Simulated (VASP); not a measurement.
# BaTiO3 (Amm2) in VASP: a series of runs

Runs on BaTiO3. Level: PBEsol. Tasks: relaxation of cell and atoms.

All numbers are computed with VASP 6.6.1; they aren't measurements. Logs are shortened: lines on timing, memory, paths and dates and some standing lists are left out, and cuts for length are marked.

## (1) The cell of the first run

Symmetry: Amm2, No. 38, orthorhombic system. Conventional cell: a = 3.986 Å, b = 5.674 Å, c = 5.690 Å, α = 90.00°, β = 90.00°, γ = 90.00°. Ba (site symmetry mm2) has 12 O at 2.77 to 2.92 Å and 8 Ti at 3.42 to 3.53 Å within 3.7 Å. Within 2.6 Å of Ti (site symmetry mm2) lie 6 O at 1.93 to 2.09 Å. O (site symmetry mm2) has 2 Ti at 2.00 Å within 2.6 Å. O (site symmetry m) has 2 Ti at 1.93 to 2.09 Å within 2.6 Å.

## (2) Relaxation of cell and atoms, PBEsol, target pressure 10 GPa, at which the enthalpy is minimised

Contents of INCAR:

```
SYSTEM = BaTiO3
PREC = Accurate
ENCUT = 600
EDIFF = 1E-6
ISMEAR = 0
SIGMA = 0.01
LREAL = .False.
LASPH = .True.
NELM = 80
ALGO = Normal
ISIF = 3
LWAVE = .False.
LCHARG = .False.
GGA = PS
IBRION = 2
NSW = 60
EDIFFG = -0.01
PSTRESS = 100.0
```

Contents of KPOINTS:

```
regular mesh
0
Gamma
  4 4 4
  0 0 0
```

Contents of POSCAR:

```
BaTiO3
1.0
    3.9855000000      0.0000000000      0.0000000000
    0.0000000000      4.0178200000      0.0000000000
    0.0000000000      0.0116672460      4.0178030599
Ba Ti O
1 1 3
Direct
    0.0000000000      0.0000000000      0.0000000000
    0.5000000000      0.5124000000      0.5124000000
    0.0000000000      0.4874000000      0.4874000000
    0.5000000000      0.5052400000      0.9918400000
    0.5000000000      0.9918400000      0.5052400000
```

Potentials or basis: VASP PAW PBE potentials, release 64 (Ba_sv, Ti_sv, O).

Started as:

```
$ cat potpaw_PBE.64/Ba_sv/POTCAR potpaw_PBE.64/Ti_sv/POTCAR potpaw_PBE.64/O/POTCAR > POTCAR
$ mpirun -np 1 vasp_std > vasp.out
```

OUTCAR:

```text
SYSTEM = BaTiO3
   PREC = Accurate
   ENCUT = 600
   EDIFF = 1E-6
   ISMEAR = 0
   LREAL = .False.
   LASPH = .True.
   NELM = 80
   ISIF = 3
   GGA = PS
   IBRION = 2
   NSW = 60
   EDIFFG = -0.01
   PSTRESS = 100.0

 ion  position               nearest neighbor table
   1  0.000  0.000  0.000-   3 2.77   4 2.81   4 2.81   5 2.81   5 2.81   3 2.84   3 2.84   4 2.84
                             4 2.84   5 2.84   5 2.84   3 2.92   2 3.42   2 3.42   2 3.47   2 3.47
   2  0.500  0.512  0.512-   5 1.93   4 1.93   3 2.00   3 2.00   5 2.09   4 2.09   1 3.42   1 3.42
                             1 3.47   1 3.47   1 3.47   1 3.47   1 3.53   1 3.53
   3  0.000  0.487  0.487-   2 2.00   2 2.00   1 2.77   1 2.84   1 2.84   1 2.92
   4  0.500  0.505  0.992-   2 1.93   2 2.09   1 2.81   1 2.81   1 2.84   1 2.84
   5  0.500  0.992  0.505-   2 1.93   2 2.09   1 2.81   1 2.81   1 2.84   1 2.84

  LATTYP: Found a base centered orthorhombic cell.
 ALAT       =     5.6737995485
 B/A-ratio  =     1.0029081033
 C/A-ratio  =     0.7024393382

  Lattice vectors:

 A1 = (   0.0000000000,  -0.0116672460,  -4.0178030599)
 A2 = (   0.0000000000,   4.0178200000,   0.0000000000)
 A3 = (   3.9855000000,   0.0000000000,   0.0000000000)

Analysis of symmetry for initial positions (statically):
=====================================================================
 Subroutine PRICEL returns:
 Original cell was already a primitive cell.

 Routine SETGRP: Setting up the symmetry group for a
 base centered orthorhombic supercell.

 Subroutine GETGRP returns: Found  4 space group operations
 (whereof  4 operations were pure point group operations)
 out of a pool of  8 trial point group operations.

The static configuration has the point symmetry C_2v.

Analysis of symmetry for dynamics (positions and initial velocities):
=====================================================================
 Subroutine PRICEL returns:
 Original cell was already a primitive cell.

 Routine SETGRP: Setting up the symmetry group for a
 base centered orthorhombic supercell.

 Subroutine GETGRP returns: Found  4 space group operations
 (whereof  4 operations were pure point group operations)
 out of a pool of  8 trial point group operations.

The dynamic configuration has the point symmetry C_2v.

 Subroutine INISYM returns: Found  4 space group operations
 (whereof  4 operations are pure point group operations),
 and found     1 'primitive' translations

[... 95 lines left out ...]
   NELM   =     80;   NELMIN=  2; NELMDL= -5     # of ELM steps
   EDIFF  = 0.1E-05   stopping-criterion for ELM
   LREAL  =      F    real-space projection
   EDIFFG = -.1E-01   stopping-criterion for IOM
   NSW    =     60    number of steps for IOM
   IBRION =      2    ionic relax: 0-MD 1-quasi-New 2-CG
   NFREE  =      1    steps in history (QN), initial steepest desc. (CG)
   ISIF   =      3    stress and relaxation
   ISYM   =      2    0-nonsym 1-usesym 2-fastsym
   POTIM  = 0.5000    time-step for ionic-motion
   TEBEG  =    0.0;   TEEND  =   0.0 temperature during run
   PSTRESS=  100.0 pullay stress
   NELECT =      40.0000    total number of electrons
   NUPDOWN=      -1.0000    fix difference up-down
   EMIN   =  10.00;   EMAX   =-10.00  energy-range for DOS
   EFERMI =   0.00;   METHOD = LEGACY
   ISMEAR =     0;   SIGMA  =   0.01  broadening in eV -4-tet -1-fermi 0-gaus
   EFERMI_NEDOS =   21; number of points for ismear=-14 and -15
   IALGO  =     38    algorithm
   IMIX   =      4    mixing-type and parameters
     AMIX     =   0.40;   BMIX     =  1.00
     AMIX_MAG =   1.60;   BMIX_MAG =  1.00
  volume/ion in A,a.u.               =      12.87        86.83
  Fermi-wavevector in a.u.,A,eV,Ry     =   1.397250  2.640420 26.562765  1.952308
  Thomas-Fermi vector in A             =   2.520525
   LORBIT       =      0    0 simple, 1 ext, 2 COOP (PROOUT), +10 PAW based schemes
   GGA     = PS    functional components
   LHFCALC =     F    Hartree Fock is set to
   AEXX    =    0.0000 exact exchange contribution
   IVDW    =     0    specifies the selected vdW correction
   LEPSILON=     F    determine dielectric tensor
   LRPA    =     F    only Hartree local field effects (RPA)
 conjugate gradient relaxation of ions
 non-spin polarized calculation
 Gauss-broadening in eV      SIGMA  =   0.01
  energy-cutoff  :      600.00
  volume of cell :       64.34
 maximum number of plane-waves:      2176
 NGX is ok and might be reduce to    32
   NGX = 15   NGY = 17   NGZ = 17

--------------------------------------- Ionic step        1  -------------------------------------------

 number of electron      39.9999992 magnetization

 Free energy of the ion-electron system (eV)
  ---------------------------------------------------
  ext. energy  EPLUGINS =         0.00000000
  ---------------------------------------------------
  free energy    TOTEN  =       -41.97213540 eV

  energy without entropy =      -41.97213540  energy(sigma->0) =      -41.97213540

------------------------ aborting loop because EDIFF is reached ----------------------------------------

  FORCE on cell =-STRESS in cart. coord.  units (eV):
  Direction    XX          YY          ZZ          XY          YZ          ZX
  --------------------------------------------------------------------------------------
  -------------------------------------------------------------------------------------
  Total       -0.8748421     -0.9150397     -0.9142856      0.0000000     -0.1298415      0.0000000
  in kB      -21.7860414    -22.7870753    -22.7682963      0.0000000     -3.2334202      0.0000000
  external PRESSURE =    -122.4471377 kB  Pullay stress =     100.0000000 kB
[... 106 lines left out ...]
  energy  without entropy=      -41.8939221730  energy(sigma->0) =      -41.89392217

  enthalpy is  TOTEN    =       -38.1188810195 eV   P V=        3.7750411535

[... ionic steps 4 to 9 ...]

--------------------------------------- Ionic step       10  -------------------------------------------

 number of electron      40.0000006 magnetization

------------------------ aborting loop because EDIFF is reached ----------------------------------------
[... 77 lines left out ...]
--------------------------------------- Ionic step       12  -------------------------------------------

 number of electron      40.0000006 magnetization

 Free energy of the ion-electron system (eV)
  ---------------------------------------------------
  ext. energy  EPLUGINS =         0.00000000
  ---------------------------------------------------
  free energy    TOTEN  =       -41.89737851 eV

  energy without entropy =      -41.89737851  energy(sigma->0) =      -41.89737851

 E-fermi :   4.3529     XC(G=0): -11.8377

 val. band max:        4.1735870548   @ k =   0.5000   0.5000   0.5000
 cond. band min:       6.1095257805   @ k =   0.0000   0.0000   0.0000
 fundamental gap:      1.9359387257
 Fermi energy:         4.3528789915

 k-point     1 :       0.0000    0.0000    0.0000
  band No.  band energies     occupation
      1     -51.8694      2.00000
      2     -28.2512      2.00000
      3     -28.2465      2.00000
      4     -28.2342      2.00000
      5     -20.4738      2.00000
      6     -12.7683      2.00000
[... 592 lines left out ...]
  energy  without entropy=      -41.8973785100  energy(sigma->0) =      -41.89737851

  enthalpy is  TOTEN    =       -38.1320134460 eV   P V=        3.7653650640

 reached required accuracy - stopping structural energy minimisation
```

OSZICAR:

```text
N       E                     dE             d eps       ncg     rms          rms(c)
DAV:   1     0.475855542705E+03    0.47586E+03   -0.23008E+04  1008   0.200E+03
DAV:   2     0.223342710917E+01   -0.47362E+03   -0.46596E+03  1208   0.510E+02
DAV:   3    -0.496435682825E+02   -0.51877E+02   -0.48738E+02  1480   0.154E+02
[... 112 lines left out ...]
DAV:   3    -0.418973781788E+02    0.98927E-04   -0.60023E-04  1344   0.161E-01    0.256E-02
DAV:   4    -0.418973729117E+02    0.52671E-05   -0.10361E-04  1472   0.678E-02    0.177E-02
DAV:   5    -0.418973748939E+02   -0.19822E-05   -0.10144E-05  1400   0.299E-02    0.954E-03
DAV:   6    -0.418973776204E+02   -0.27265E-05   -0.69140E-06  1592   0.166E-02    0.659E-03
DAV:   7    -0.418973785100E+02   -0.88963E-06   -0.72056E-07   632   0.738E-03
  12 F= -.38132013E+02 E0= -.38132013E+02  d E =-.990278E-04
```

CONTCAR:

```text
BaTiO3
   1.00000000000000
     3.9102832367161109    0.0000000000000000    0.0000000000000000
     0.0000000000000000    3.9278468099500472   -0.0042064988555605
     0.0000000000000000    0.0071994940063946    3.9278424643702583
  Ba              Ti              O
     1     1     3
Direct
     0.0000000000000000    0.0030982964102042    0.0030982964102005
     0.5000000000000000    0.5119867481015608    0.5119867481015621
     0.0000000000000000    0.4943095907513325    0.4943095907513282
     0.5000000000000000    0.4949993997596361    0.9924859649772696
     0.5000000000000000    0.9924859649772710    0.4949993997596442

  0.00000000E+00  0.00000000E+00  0.00000000E+00
  0.00000000E+00  0.00000000E+00  0.00000000E+00
  0.00000000E+00  0.00000000E+00  0.00000000E+00
  0.00000000E+00  0.00000000E+00  0.00000000E+00
  0.00000000E+00  0.00000000E+00  0.00000000E+00
```

Run time: 5.8 min. Hardware: 1 thread of Intel Xeon 8259CL, shared host; peak memory 0.23 GiB.

What came out:

* Free energy: -41.8974 eV
* Relaxed volume: 12.07 Å³/atom
* Relaxed cell: a = 3.910 Å, b = 3.928 Å, c = 3.928 Å, α = 89.96°, β = 90.00°, γ = 90.00°
* Space group after relaxing (to 0.1 Å): Amm2 (No. 38)
* Energy change on relaxing (the run minimises the enthalpy): +15.0 meV/atom
* Ionic steps: 12
* Pressure after relaxing: 10.0 GPa
* Largest force after relaxing: 0.007 eV/Å
* Band gap on the k mesh: 1.94 eV (least direct gap 2.10 eV)

Forces in eV/Å, atoms in the order of the input:
```
Ba   0.000 -0.005 -0.005
Ti   0.000  0.001  0.001
O    0.000 -0.001 -0.001
O    0.000 -0.001  0.006
O    0.000  0.006 -0.001
```

The path:
```
step  energy change (eV)  largest force (eV/Å)  pressure (GPa)  volume (Å³)
   1              0.0000                0.3071           -2.24        64.34
   2              0.6972                0.8543           32.23        55.61
   3              0.0782                0.2692            9.77        60.48
   4              0.0829                0.2737           10.04        60.41
   5              0.0804                0.1555           10.05        60.34
   6              0.0827                0.1536           10.12        60.26
   7              0.0764                0.0933            9.97        60.32
   8              0.0734                0.0518            9.85        60.36
   9              0.0797                0.0188           10.28        60.25
  10              0.0792                0.0205           10.25        60.26
  11              0.0701                0.0143            9.74        60.40
  12              0.0748                0.0075            9.99        60.33
```

Final structure:
```
Ba Ti O
1.0
     3.91028    0.00000    0.00000
     0.00000    3.92785   -0.00421
     0.00000    0.00720    3.92784
Ba Ti O
1 1 3
Direct
  0.00000 0.00310 0.00310
  0.50000 0.51199 0.51199
  0.00000 0.49431 0.49431
  0.50000 0.49500 0.99249
  0.50000 0.99249 0.49500
```

Caveat: the cell is relaxed towards a set pressure, so the run minimises the enthalpy, not the energy; the PAW data sets were made with another functional, which shifts forces and pressure a little; spin-orbit coupling is left out, which moves the levels of the heavy elements. As with any semilocal functional, this PBEsol gap is likely too small.

(Continued in part 2 of 2.)
